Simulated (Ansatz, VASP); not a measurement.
# One calculation of SiF, two programs

```
CELL_PARAMETERS angstrom
3.29246 0.00000 0.00000
0.00000 3.29246 0.00000
0.00000 0.00000 2.56759
ATOMIC_POSITIONS crystal
Si 0.00000 0.00000 0.50000
F 0.50000 0.50000 0.00000
```

Alike in both runs: functional PBE; k mesh 5 × 5 × 8; occupations gaussian, width 0.2 eV; no spin polarisation.

Ansatz relaxed the structure, and its values are those at the end. VASP's run is a single point on that final structure, the one shown.

```csv
,VASP,Ansatz
version,VASP 6.6.1,Ansatz 0.2.0
potentials or method,"VASP PAW PBE potentials, release 64 (Si, F), cutoff 600 eV","scalar-relativistic, plane waves, PAW"
valence electrons in the cell,11,11
```

```csv
,VASP,Ansatz,Ansatz less VASP
gap on the k mesh at the Fermi level (eV),none,none,-
pressure (GPa),-0.1,0.2,+0.24
```

A gap of «none» marks a metal or a gap that the smearing closes.

The k mesh is coarse, so the values compare programs but aren't converged.
